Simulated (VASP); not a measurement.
# BN (P6_3mc) in VASP: single point with r2SCAN

Aim: the single point of BN with r2SCAN.

Program: VASP 6.6.1. These are calculated values, not measurements. Logs are shortened: lines on timing, memory, paths and dates and some standing lists are left out, and cuts for length are marked.

### 1 The cell of the first run

The structure is hexagonal, space group P6_3mc (No. 186). The conventional cell has a = 2.541 Å, b = 2.541 Å, c = 4.203 Å, α = 90.00°, β = 90.00°, γ = 120.00°. B (site symmetry 3m) has 4 N at 1.56 to 1.57 Å within 2.1 Å. Within 2.1 Å of N (site symmetry 3m) lie 4 B at 1.56 to 1.57 Å.

### 2 Single point, r2SCAN

Contents of POSCAR:

```
BN
1.0
    2.5405721584      0.0000000000      0.0000000000
   -1.2702860792      2.2002000293      0.0000000000
    0.0000000000      0.0000000000      4.2026429029
B N
2 2
Direct
    0.6666666667      0.3333333333      0.9997366354
    0.3333333333      0.6666666667      0.4997366354
    0.6666666667      0.3333333333      0.6252633646
    0.3333333333      0.6666666667      0.1252633646
```

Contents of INCAR.step1:

```
SYSTEM = BN
PREC = Accurate
ENCUT = 1460
ISMEAR = 0
SIGMA = 0.02
LREAL = .False.
LASPH = .True.
NELM = 120
NBANDS = 16
GGA = PE
ALGO = Normal
EDIFF = 1E-5
LWAVE = .True.
LCHARG = .False.
GGA_COMPAT = .False.
```

Contents of INCAR.step2:

```
SYSTEM = BN
PREC = Accurate
ENCUT = 1460
EDIFF = 1E-6
ISMEAR = 0
SIGMA = 0.02
LREAL = .False.
LASPH = .True.
NELM = 120
ALGO = Normal
ISIF = 2
LWAVE = .False.
LCHARG = .False.
METAGGA = R2SCAN
LMIXTAU = .True.
NBANDS = 16
ISTART = 1
GGA_COMPAT = .False.
```

Contents of KPOINTS:

```
Automatic mesh
0
Gamma
  12 12 6
  0 0 0
```

Potentials or basis: VASP PAW PBE potentials, release 64 (B_h, N_h).

Launch:

```console
$ cat potpaw_PBE.64/B_h/POTCAR potpaw_PBE.64/N_h/POTCAR > POTCAR
$ cp INCAR.step1 INCAR
$ mpirun -np 1 vasp_std > vasp.out
$ cp INCAR.step2 INCAR
$ mpirun -np 1 vasp_std > vasp.out
```

OUTCAR:

```text
SYSTEM = BN
   PREC = Accurate
   ENCUT = 1460
   EDIFF = 1E-6
   ISMEAR = 0
   LREAL = .False.
   LASPH = .True.
   NELM = 120
   ISIF = 2
   METAGGA = R2SCAN
   ISTART = 1

 ion  position               nearest neighbor table
   1  0.667  0.333  1.000-
   2  0.333  0.667  0.500-
   3  0.667  0.333  0.625-
   4  0.333  0.667  0.125-

  LATTYP: Found a hexagonal cell.
 ALAT       =     2.5405721584
 C/A-ratio  =     1.6542111937

  Lattice vectors:

 A1 = (   2.5405721584,   0.0000000000,   0.0000000000)
 A2 = (  -1.2702860792,   2.2002000293,   0.0000000000)
 A3 = (   0.0000000000,   0.0000000000,   4.2026429029)

Analysis of symmetry for initial positions (statically):
=====================================================================
 Subroutine PRICEL returns:
 Original cell was already a primitive cell.

 Routine SETGRP: Setting up the symmetry group for a
 hexagonal supercell.

 Subroutine GETGRP returns: Found 12 space group operations
 (whereof  6 operations were pure point group operations)
 out of a pool of 24 trial point group operations.

The static configuration has the point symmetry C_3v.
 The point group associated with its full space group is C_6v.

Analysis of symmetry for dynamics (positions and initial velocities):
=====================================================================
 Subroutine PRICEL returns:
 Original cell was already a primitive cell.

 Routine SETGRP: Setting up the symmetry group for a
 hexagonal supercell.

 Subroutine GETGRP returns: Found 12 space group operations
 (whereof  6 operations were pure point group operations)
 out of a pool of 24 trial point group operations.

The dynamic configuration has the point symmetry C_3v.
 The point group associated with its full space group is C_6v.

 Subroutine INISYM returns: Found 12 space group operations
 (whereof  6 operations are pure point group operations),
 and found     1 'primitive' translations

----------------------------------------------------------------------------------------

                                     Primitive cell

  volume of cell :      23.4918

  direct lattice vectors                    reciprocal lattice vectors
     2.540572158  0.000000000  0.000000000     0.393612123  0.227252065  0.000000000
    -1.270286079  2.200200029  0.000000000     0.000000000  0.454504130  0.000000000
     0.000000000  0.000000000  4.202642903     0.000000000  0.000000000  0.237945508

  length of vectors
     2.540572158  2.540572158  4.202642903     0.454504130  0.454504130  0.237945508

  position of ions in fractional coordinates (direct lattice)
     0.666666667  0.333333333  0.999736635
     0.333333333  0.666666667  0.499736635
     0.666666667  0.333333333  0.625263365
     0.333333333  0.666666667  0.125263365

  ion indices of the primitive-cell ions
   primitive index   ion index
                 1           1
                 2           2
                 3           3
                 4           4

----------------------------------------------------------------------------------------

 KPOINTS: Automatic mesh

Automatic generation of k-mesh.
 Grid dimensions read from file:
 generate k-points for:   12   12    6

 Generating k-lattice:

  Cartesian coordinates                     Fractional coordinates (reciprocal lattice)
     0.032801010  0.018937672  0.000000000     0.083333333  0.000000000  0.000000000
     0.000000000  0.037875344  0.000000000     0.000000000  0.083333333  0.000000000
     0.000000000  0.000000000  0.039657585     0.000000000  0.000000000  0.166666667

  Length of vectors
     0.037875344  0.037875344  0.039657585

  Shift w.r.t. Gamma in fractional coordinates (k-lattice)
     0.000000000  0.000000000  0.000000000

 Subroutine IBZKPT returns following result:
 ===========================================

 Found     76 irreducible k-points:

 Following reciprocal coordinates:
            Coordinates               Weight
  0.000000  0.000000  0.000000      1.000000
  0.083333  0.000000  0.000000      6.000000
  0.166667  0.000000  0.000000      6.000000
  0.250000  0.000000  0.000000      6.000000
  0.333333 -0.000000  0.000000      6.000000
  0.416667  0.000000  0.000000      6.000000
[... 16 lines left out ...]
  0.250000  0.000000  0.166667     12.000000
  0.333333 -0.000000  0.166667     12.000000
 [... further k-points ...]
   k-points           NKPTS =     76   k-points in BZ     NKDIM =     76   number of bands    NBANDS=     16
   number of dos      NEDOS =    301   number of ions     NIONS =      4
   total plane-waves  NPLWV =  55296
   dimension x,y,z NGX =    32 NGY =   32 NGZ =   54
   dimension x,y,z NGXF=    64 NGYF=   64 NGZF=  108
   ions per type =               2   2
   NGX,Y,Z   is equivalent  to a cutoff of  20.94, 20.94, 21.36 a.u.
   NGXF,Y,Z  is equivalent  to a cutoff of  41.88, 41.88, 42.72 a.u.
 SYSTEM =  BN
   PREC   = accura    normal or accurate (medium, high low for compatibility)
   ISTART =      1    job   : 0-new  1-cont  2-samecut
   ICHARG =      0    charge: 1-file 2-atom 10-const
   ISPIN  =      1    spin polarized calculation?
   LNONCOLLINEAR =      F non collinear calculations
   LSORBIT =      F    spin-orbit coupling
   LASPH  =      T    aspherical Exc in radial PAW
   ENCUT  = 1460.0 eV 107.31 Ry   10.36 a.u.   7.92  7.92 13.09*2*pi/ulx,y,z
   NELM   =    120;   NELMIN=  2; NELMDL=  0     # of ELM steps
   EDIFF  = 0.1E-05   stopping-criterion for ELM
   LREAL  =      F    real-space projection
   EDIFFG = 0.1E-04   stopping-criterion for IOM
   NSW    =      0    number of steps for IOM
   IBRION =     -1    ionic relax: 0-MD 1-quasi-New 2-CG
   NFREE  =      0    steps in history (QN), initial steepest desc. (CG)
   ISIF   =      2    stress and relaxation
   ISYM   =      2    0-nonsym 1-usesym 2-fastsym
   POTIM  = 0.5000    time-step for ionic-motion
   TEBEG  =    0.0;   TEEND  =   0.0 temperature during run
   PSTRESS=    0.0 pullay stress
   NELECT =      16.0000    total number of electrons
   NUPDOWN=      -1.0000    fix difference up-down
   EMIN   =  10.00;   EMAX   =-10.00  energy-range for DOS
   EFERMI =   0.00;   METHOD = LEGACY
   ISMEAR =     0;   SIGMA  =   0.02  broadening in eV -4-tet -1-fermi 0-gaus
   EFERMI_NEDOS =   21; number of points for ismear=-14 and -15
   IALGO  =     38    algorithm
   IMIX   =      4    mixing-type and parameters
     AMIX     =   0.40;   BMIX     =  1.00
     AMIX_MAG =   1.60;   BMIX_MAG =  1.00
  volume/ion in A,a.u.               =       5.87        39.63
  Fermi-wavevector in a.u.,A,eV,Ry     =   1.440377  2.721917 28.227805  2.074685
  Thomas-Fermi vector in A             =   2.559128
   LORBIT       =      0    0 simple, 1 ext, 2 COOP (PROOUT), +10 PAW based schemes
   METAGGA = R2SCAN    functional components
   LHFCALC =     F    Hartree Fock is set to
   AEXX    =    0.0000 exact exchange contribution
   IVDW    =     0    specifies the selected vdW correction
   LEPSILON=     F    determine dielectric tensor
   LRPA    =     F    only Hartree local field effects (RPA)
 non-spin polarized calculation
 Gauss-broadening in eV      SIGMA  =   0.02
  energy-cutoff  :     1460.00
  volume of cell :       23.49
 maximum number of plane-waves:      3006
 NGX is ok and might be reduce to    32
   NGX = 15   NGY = 15   NGZ = 27

 number of electron      16.0000000 magnetization

 Free energy of the ion-electron system (eV)
  ---------------------------------------------------
  ext. energy  EPLUGINS =         0.00000000
  ---------------------------------------------------
  free energy    TOTEN  =       -38.32965527 eV

  energy without entropy =      -38.32965527  energy(sigma->0) =      -38.32965527

 E-fermi :   9.2510     XC(G=0): -13.7765

 val. band max:        9.1685290998   @ k =   0.0000   0.0000   0.0000
 cond. band min:      14.8900058937   @ k =   0.3333   0.3333   0.0000
 fundamental gap:      5.7214767939
 Fermi energy:         9.2510256488

 k-point     1 :       0.0000    0.0000    0.0000
  band No.  band energies     occupation
      1     -12.3646      2.00000
      2      -8.1082      2.00000
      3      -2.1951      2.00000
      4       6.9534      2.00000
      5       6.9534      2.00000
      6       8.8876      2.00000
[... 8 lines left out ...]
     15      21.9881      0.00000
     16      26.6681      0.00000

 k-point     2 :       0.0833    0.0000    0.0000
  band No.  band energies     occupation
      1     -12.2074      2.00000
      2      -7.9880      2.00000
      3      -2.0390      2.00000
      4       6.2275      2.00000
      5       6.6587      2.00000
      6       8.5626      2.00000
[... 8 lines left out ...]
     15      22.4627      0.00000
     16      26.3908      0.00000

 k-point     3 :       0.1667    0.0000    0.0000
  band No.  band energies     occupation
      1     -11.7412      2.00000
      2      -7.6448      2.00000
      3      -1.5768      2.00000
      4       4.4841      2.00000
      5       5.9662      2.00000
      6       7.0727      2.00000
[... 8 lines left out ...]
     15      23.7019      0.00000
     16      25.5791      0.00000

 k-point     4 :       0.2500    0.0000    0.0000
  band No.  band energies     occupation
      1     -10.9850      2.00000
      2      -7.1448      2.00000
      3      -0.8311      2.00000
      4       2.4244      2.00000
      5       5.1897      2.00000
      6       5.2102      2.00000
[... 8 lines left out ...]
     15      25.3141      0.00000
     16      25.7433      0.00000
[... 324 lines left out ...]
 k-point    22 :       0.1667    0.0000    0.1667
  band No.  band energies     occupation
      1     -11.5717      2.00000
      2      -8.1708      2.00000
      3      -0.7740      2.00000
      4       4.6368      2.00000
      5       6.1039      2.00000
      6       6.6102      2.00000
[... 8 lines left out ...]
     15      23.3618      0.00000
     16      25.6098      0.00000

 k-point    23 :       0.2500    0.0000    0.1667
  band No.  band energies     occupation
      1     -10.8210      2.00000
      2      -7.6115      2.00000
      3      -0.1825      2.00000
      4       2.6573      2.00000
      5       4.7578      2.00000
      6       5.3352      2.00000
[... 8 lines left out ...]
     15      24.9492      0.00000
     16      25.8417      0.00000

 k-point    24 :       0.3333   -0.0000    0.1667
  band No.  band energies     occupation
      1      -9.8321      2.00000
      2      -7.0156      2.00000
      3      -0.0377      2.00000
      4       1.4823      2.00000
      5       2.8926      2.00000
      6       4.6859      2.00000
[... 8 lines left out ...]
     15      26.4638      0.00000
     16      26.7337      0.00000

 [... further k-points ...]
[... 5 lines left out ...]
  --------------------------------------------------------------------------------------
  -------------------------------------------------------------------------------------
  Total        0.1498289      0.1498289      0.1392983      0.0000000      0.0000000     -0.0000000
  in kB       10.2185701     10.2185701      9.5003620      0.0000000      0.0000000     -0.0000000
  external PRESSURE =       9.9791674 kB  Pullay stress =       0.0000000 kB

 VOLUME and BASIS-vectors are now :
 -----------------------------------------------------------------------------
  energy-cutoff  :     1460.00
  volume of cell :       23.49
      direct lattice vectors                 reciprocal lattice vectors
     2.540572158  0.000000000  0.000000000     0.393612123  0.227252065  0.000000000
    -1.270286079  2.200200029  0.000000000     0.000000000  0.454504130  0.000000000
     0.000000000  0.000000000  4.202642903     0.000000000  0.000000000  0.237945508

 POSITION                                       TOTAL-FORCE (eV/Angst)
 -----------------------------------------------------------------------------------
      1.27029      0.73340      4.20154         0.000000      0.000000      0.008061
     -0.00000      1.46680      2.10021        -0.000000      0.000000      0.008061
      1.27029      0.73340      2.62776        -0.000000     -0.000000     -0.008061
     -0.00000      1.46680      0.52644         0.000000      0.000000     -0.008061
 -----------------------------------------------------------------------------------
    total drift:                                0.000000      0.000000     -0.007447

  FREE ENERGIE OF THE ION-ELECTRON SYSTEM (eV)
  ---------------------------------------------------
  free  energy   TOTEN  =       -38.3296552699 eV

  energy  without entropy=      -38.3296552699  energy(sigma->0) =      -38.32965527
```

Run time: 4.5 min. Hardware: 1 thread of Intel Xeon Platinum 8259CL at 2.50GHz (Skylake/Cascade Lake), shared host; peak memory 0.3 GiB.

Results:

```yaml
Free_energy: -38.3297 eV
Pressure: 1.0 GPa
Largest_force: 0.008 eV/Å
Band_gap_on_the_k_mesh: 5.72 eV (least direct gap 9.02 eV)
```

Forces in eV/Å, atoms in the order of the input:
```
B    0.000  0.000  0.008
B    0.000  0.000  0.008
N    0.000  0.000 -0.008
N    0.000  0.000 -0.008
```

Caveat: the PAW data sets were made with another functional, which shifts forces and pressure a little.
